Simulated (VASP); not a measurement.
# ZnSe (P6_3/mmc) in VASP: single point with r2SCAN

Aim: the single point of ZnSe with r2SCAN.

All numbers are computed with VASP 6.6.1; they aren't measurements. Logs are shortened: lines on timing, memory, paths and dates and some standing lists are left out, and cuts for length are marked.

## Step 1: The cell of the first run

It takes space group P6_3/mmc (No. 194, hexagonal). Conventional cell: a = 3.780 Å, b = 3.780 Å, c = 6.132 Å, α = 90.00°, β = 90.00°, γ = 120.00°. Within 3.5 Å of Zn (site symmetry -3m) lie 6 Se at 2.67 Å and 2 Zn at 3.07 Å. Se (site symmetry -6m2) has 6 Zn at 2.67 Å within 3.5 Å.

## Step 2: Single point, r2SCAN

The input, POSCAR:

```
ZnSe
1.0
    3.7796697619      0.0000000000      0.0000000000
   -1.8898348810      3.2732900317      0.0000000000
    0.0000000000      0.0000000000      6.1318974053
Zn Se
2 2
Direct
    0.0000000000      0.0000000000      0.0000000000
    0.0000000000      0.0000000000      0.5000000000
    0.3333333333      0.6666666667      0.2500000000
    0.6666666667      0.3333333333      0.7500000000
```

The input, INCAR.step1:

```
PREC     = Accurate       # precision mode
ENCUT    = 520            # plane-wave cutoff, eV
ISMEAR   = -1             # smearing method
SIGMA    = 0.02           # smearing width, eV
LREAL    = False          # projectors in reciprocal space
LASPH    = True           # aspherical terms in the spheres
NELM     = 60             # most SCF steps
NBANDS   = 26             # bands
GGA      = PE             # functional
ALGO     = Normal         # electronic algorithm
EDIFF    = 1E-4           # SCF threshold, eV
LWAVE    = True           # write WAVECAR
LCHARG   = False          # write CHGCAR
```

The input, INCAR.step2:

```
PREC     = Accurate       # precision mode
ENCUT    = 520            # plane-wave cutoff, eV
EDIFF    = 1E-7           # SCF threshold, eV
ISMEAR   = -1             # smearing method
SIGMA    = 0.02           # smearing width, eV
LREAL    = False          # projectors in reciprocal space
LASPH    = True           # aspherical terms in the spheres
NELM     = 60             # most SCF steps
ALGO     = Normal         # electronic algorithm
ISIF     = 2              # what is computed and relaxed
LWAVE    = False          # write WAVECAR
LCHARG   = True           # write CHGCAR
METAGGA  = R2SCAN         # meta-GGA
LMIXTAU  = True         
LELF     = True           # ELF
LVHAR    = True         
NBANDS   = 26             # bands
ISTART   = 1
```

The input, KPOINTS:

```
Automatic mesh
0
Gamma
  6 6 4
```

Potentials or basis: VASP PAW PBE potentials, release 64 (Zn, Se).

Run with:

```sh
$ cat potpaw_PBE.64/Zn/POTCAR potpaw_PBE.64/Se/POTCAR > POTCAR
$ cp INCAR.step1 INCAR
$ mpirun -np 1 vasp_std > vasp.out
$ cp INCAR.step2 INCAR
$ mpirun -np 1 vasp_std > vasp.out
```

OUTCAR:

```text
PREC = Accurate
   ENCUT = 520
   EDIFF = 1E-7
   ISMEAR = -1
   LREAL = False
   LASPH = True
   NELM = 60
   ISIF = 2
   METAGGA = R2SCAN
   ISTART = 1

 ion  position               nearest neighbor table
   1  0.000  0.000  0.000-   3 2.67   4 2.67   4 2.67   3 2.67   4 2.67   3 2.67
   2  0.000  0.000  0.500-   3 2.67   4 2.67   4 2.67   3 2.67   4 2.67   3 2.67
   3  0.333  0.667  0.250-   1 2.67   2 2.67   1 2.67   2 2.67   1 2.67   2 2.67
   4  0.667  0.333  0.750-   1 2.67   2 2.67   1 2.67   2 2.67   1 2.67   2 2.67

  LATTYP: Found a hexagonal cell.
 ALAT       =     3.7796697619
 C/A-ratio  =     1.6223368155

  Lattice vectors:

 A1 = (   3.7796697619,   0.0000000000,   0.0000000000)
 A2 = (  -1.8898348810,   3.2732900317,   0.0000000000)
 A3 = (   0.0000000000,   0.0000000000,   6.1318974053)

Analysis of symmetry for initial positions (statically):
=====================================================================
 Subroutine PRICEL returns:
 Original cell was already a primitive cell.

 Routine SETGRP: Setting up the symmetry group for a
 hexagonal supercell.

 Subroutine GETGRP returns: Found 24 space group operations
 (whereof 12 operations were pure point group operations)
 out of a pool of 24 trial point group operations.

The static configuration has the point symmetry D_3d.
 The point group associated with its full space group is D_6h.

Analysis of symmetry for dynamics (positions and initial velocities):
=====================================================================
 Subroutine PRICEL returns:
 Original cell was already a primitive cell.

 Routine SETGRP: Setting up the symmetry group for a
 hexagonal supercell.

 Subroutine GETGRP returns: Found 24 space group operations
 (whereof 12 operations were pure point group operations)
 out of a pool of 24 trial point group operations.

The dynamic configuration has the point symmetry D_3d.
 The point group associated with its full space group is D_6h.

 Subroutine INISYM returns: Found 24 space group operations
 (whereof 12 operations are pure point group operations),
 and found     1 'primitive' translations

----------------------------------------------------------------------------------------

                                     Primitive cell

  volume of cell :      75.8636

  direct lattice vectors                    reciprocal lattice vectors
     3.779669762  0.000000000  0.000000000     0.264573379  0.152751512  0.000000000
    -1.889834881  3.273290032  0.000000000     0.000000000  0.305503023  0.000000000
     0.000000000  0.000000000  6.131897405     0.000000000  0.000000000  0.163081659

  length of vectors
     3.779669762  3.779669762  6.131897405     0.305503023  0.305503023  0.163081659

  position of ions in fractional coordinates (direct lattice)
     0.000000000  0.000000000  0.000000000
     0.000000000  0.000000000  0.500000000
     0.333333333  0.666666667  0.250000000
     0.666666667  0.333333333  0.750000000

  ion indices of the primitive-cell ions
   primitive index   ion index
                 1           1
                 2           2
                 3           3
                 4           4

----------------------------------------------------------------------------------------

 KPOINTS: Automatic mesh

Automatic generation of k-mesh.
 Grid dimensions read from file:
 generate k-points for:    6    6    4

 Generating k-lattice:

  Cartesian coordinates                     Fractional coordinates (reciprocal lattice)
     0.044095563  0.025458585  0.000000000     0.166666667  0.000000000  0.000000000
     0.000000000  0.050917171  0.000000000     0.000000000  0.166666667  0.000000000
     0.000000000  0.000000000  0.040770415     0.000000000  0.000000000  0.250000000

  Length of vectors
     0.050917171  0.050917171  0.040770415

  Shift w.r.t. Gamma in fractional coordinates (k-lattice)
     0.000000000  0.000000000  0.000000000

 Subroutine IBZKPT returns following result:
 ===========================================

 Found     21 irreducible k-points:

 Following reciprocal coordinates:
            Coordinates               Weight
  0.000000  0.000000  0.000000      1.000000
  0.166667  0.000000  0.000000      6.000000
  0.333333  0.000000  0.000000      6.000000
  0.500000  0.000000  0.000000      3.000000
  0.166667  0.166667  0.000000      6.000000
  0.333333  0.166667  0.000000     12.000000
[... 13 lines left out ...]
  0.333333  0.166667  0.500000     12.000000
  0.333333  0.333333  0.500000      2.000000
   k-points           NKPTS =     21   k-points in BZ     NKDIM =     21   number of bands    NBANDS=     26
   number of dos      NEDOS =    301   number of ions     NIONS =      4
   total plane-waves  NPLWV =  37632
   dimension x,y,z NGX =    28 NGY =   28 NGZ =   48
   dimension x,y,z NGXF=    56 NGYF=   56 NGZF=   96
   ions per type =               2   2
   NGX,Y,Z   is equivalent  to a cutoff of  12.32, 12.32, 13.01 a.u.
   NGXF,Y,Z  is equivalent  to a cutoff of  24.63, 24.63, 26.03 a.u.
 SYSTEM =  unknown system
   PREC   = accura    normal or accurate (medium, high low for compatibility)
   ISTART =      1    job   : 0-new  1-cont  2-samecut
   ICHARG =      0    charge: 1-file 2-atom 10-const
   ISPIN  =      1    spin polarized calculation?
   LNONCOLLINEAR =      F non collinear calculations
   LSORBIT =      F    spin-orbit coupling
   LASPH  =      T    aspherical Exc in radial PAW
   ENCUT  =  520.0 eV  38.22 Ry    6.18 a.u.   7.03  7.03 11.40*2*pi/ulx,y,z
   NELM   =     60;   NELMIN=  2; NELMDL=  0     # of ELM steps
   EDIFF  = 0.1E-06   stopping-criterion for ELM
   LREAL  =      F    real-space projection
   EDIFFG = 0.1E-05   stopping-criterion for IOM
   NSW    =      0    number of steps for IOM
   IBRION =     -1    ionic relax: 0-MD 1-quasi-New 2-CG
   NFREE  =      0    steps in history (QN), initial steepest desc. (CG)
   ISIF   =      2    stress and relaxation
   ISYM   =      2    0-nonsym 1-usesym 2-fastsym
   POTIM  = 0.5000    time-step for ionic-motion
   TEBEG  =    0.0;   TEEND  =   0.0 temperature during run
   PSTRESS=    0.0 pullay stress
   NELECT =      36.0000    total number of electrons
   NUPDOWN=      -1.0000    fix difference up-down
   EMIN   =  10.00;   EMAX   =-10.00  energy-range for DOS
   EFERMI =   0.00;   METHOD = LEGACY
   ISMEAR =    -1;   SIGMA  =   0.02  broadening in eV -4-tet -1-fermi 0-gaus
   EFERMI_NEDOS =   21; number of points for ismear=-14 and -15
   IALGO  =     38    algorithm
   IMIX   =      4    mixing-type and parameters
     AMIX     =   0.40;   BMIX     =  1.00
     AMIX_MAG =   1.60;   BMIX_MAG =  1.00
  volume/ion in A,a.u.               =      18.97       127.99
  Fermi-wavevector in a.u.,A,eV,Ry     =   1.276923  2.413034 22.184727  1.630531
  Thomas-Fermi vector in A             =   2.409551
   LORBIT       =      0    0 simple, 1 ext, 2 COOP (PROOUT), +10 PAW based schemes
   METAGGA = R2SCAN    functional components
   LHFCALC =     F    Hartree Fock is set to
   AEXX    =    0.0000 exact exchange contribution
   IVDW    =     0    specifies the selected vdW correction
   LEPSILON=     F    determine dielectric tensor
   LRPA    =     F    only Hartree local field effects (RPA)
 non-spin polarized calculation
  energy-cutoff  :      520.00
  volume of cell :       75.86
 maximum number of plane-waves:      2058
   NGX = 15   NGY = 15   NGZ = 23

 number of electron      36.0000030 magnetization

 Free energy of the ion-electron system (eV)
  ---------------------------------------------------
  ext. energy  EPLUGINS =         0.00000000
  ---------------------------------------------------
  free energy    TOTEN  =       -48.46872975 eV

  energy without entropy =      -48.46743037  energy(sigma->0) =      -48.46808006

 E-fermi :   3.0595     XC(G=0): -11.0699

 val. band max:        3.0390924285   @ k =   0.1667   0.0000   0.0000
 cond. band min:       4.1786120565   @ k =   0.0000   0.0000   0.0000
 fundamental gap:      1.1395196280
 Fermi energy:         3.0594929194

 k-point     1 :       0.0000    0.0000    0.0000
  band No.  band energies     occupation
      1     -11.3785      2.00000
      2      -9.8978      2.00000
      3      -4.2866      2.00000
      4      -4.1408      2.00000
      5      -4.1408      2.00000
      6      -4.0304      2.00000
[... 18 lines left out ...]
     25      11.3028      0.00000
     26      11.6329      0.00000

 k-point     2 :       0.1667    0.0000    0.0000
  band No.  band energies     occupation
      1     -11.1214      2.00000
      2      -9.8075      2.00000
      3      -4.1314      2.00000
      4      -4.0910      2.00000
      5      -4.0474      2.00000
      6      -4.0226      2.00000
[... 18 lines left out ...]
     25      11.0330      0.00000
     26      11.8586      0.00000

 k-point     3 :       0.3333    0.0000    0.0000
  band No.  band energies     occupation
      1     -10.4682      2.00000
      2      -9.6608      2.00000
      3      -4.1562      2.00000
      4      -4.1403      2.00000
      5      -4.0392      2.00000
      6      -3.9453      2.00000
[... 18 lines left out ...]
     25      12.1547      0.00000
     26      13.0907      0.00000

 k-point     4 :       0.5000    0.0000    0.0000
  band No.  band energies     occupation
      1      -9.9133      2.00000
      2      -9.7373      2.00000
      3      -4.4428      2.00000
      4      -4.1556      2.00000
      5      -4.0936      2.00000
      6      -3.9681      2.00000
[... 18 lines left out ...]
     25      12.3477      0.00000
     26      14.9549      0.00000
[... 409 lines left out ...]
      1     -10.2150      2.00000
      2     -10.2150      2.00000
      3      -4.0757      2.00000
      4      -4.0757      2.00000
      5      -3.9875      2.00000
      6      -3.9875      2.00000
[... 18 lines left out ...]
     25      12.1180      0.00000
     26      12.1180      0.00000

 k-point    20 :       0.3333    0.1667    0.5000
  band No.  band energies     occupation
      1      -9.8212      2.00000
      2      -9.8212      2.00000
      3      -4.0448      2.00000
      4      -4.0448      2.00000
      5      -3.9763      2.00000
      6      -3.9763      2.00000
[... 18 lines left out ...]
     25      13.3174      0.00000
     26      13.3174      0.00000

 k-point    21 :       0.3333    0.3333    0.5000
  band No.  band energies     occupation
      1      -9.6824      2.00000
      2      -9.6824      2.00000
      3      -4.0940      2.00000
      4      -4.0940      2.00000
      5      -3.8770      2.00000
      6      -3.8770      2.00000
[... 18 lines left out ...]
     25      13.1600      0.00000
     26      13.1600      0.00000

------------------------ aborting loop because EDIFF is reached ----------------------------------------

  FORCE on cell =-STRESS in cart. coord.  units (eV):
  Direction    XX          YY          ZZ          XY          YZ          ZX
  --------------------------------------------------------------------------------------
  -------------------------------------------------------------------------------------
  Total        0.0846091      0.0846091      0.1278578     -0.0000000      0.0000000      0.0000000
  in kB        1.7868770      1.7868770      2.7002536     -0.0000000      0.0000000      0.0000000
  external PRESSURE =       2.0913359 kB  Pullay stress =       0.0000000 kB

 VOLUME and BASIS-vectors are now :
 -----------------------------------------------------------------------------
  energy-cutoff  :      520.00
  volume of cell :       75.86
      direct lattice vectors                 reciprocal lattice vectors
     3.779669762  0.000000000  0.000000000     0.264573379  0.152751512  0.000000000
    -1.889834881  3.273290032  0.000000000     0.000000000  0.305503023  0.000000000
     0.000000000  0.000000000  6.131897405     0.000000000  0.000000000  0.163081659

 POSITION                                       TOTAL-FORCE (eV/Angst)
 -----------------------------------------------------------------------------------
      0.00000      0.00000      0.00000        -0.000000      0.000000     -0.000000
      0.00000      0.00000      3.06595        -0.000000      0.000000     -0.000000
     -0.00000      2.18219      1.53297        -0.000000      0.000000      0.000000
      1.88983      1.09110      4.59892         0.000000     -0.000000     -0.000000
 -----------------------------------------------------------------------------------
    total drift:                               -0.000000      0.000000      0.000000

  FREE ENERGIE OF THE ION-ELECTRON SYSTEM (eV)
  ---------------------------------------------------
  free  energy   TOTEN  =       -48.4687297522 eV

  energy  without entropy=      -48.4674303662  energy(sigma->0) =      -48.46808006
```

Wall time 3.8 min (1 thread of Intel Xeon Platinum 8259CL at 2.50GHz (Skylake/Cascade Lake), shared host); peak memory 0.21 GiB.

What came out:

```yaml
Free_energy: -48.4687 eV
Pressure: 0.2 GPa
Band_gap_on_the_k_mesh: zero (bands 18 and 19 overlap by 0.01 eV)
```

Caveat: semilocal functionals underestimate gaps, and a narrow one can read as zero; the PAW data sets were made with another functional, which shifts forces and pressure a little.

The gap in the log of VASP goes by the Fermi energy; the results here count the filled bands.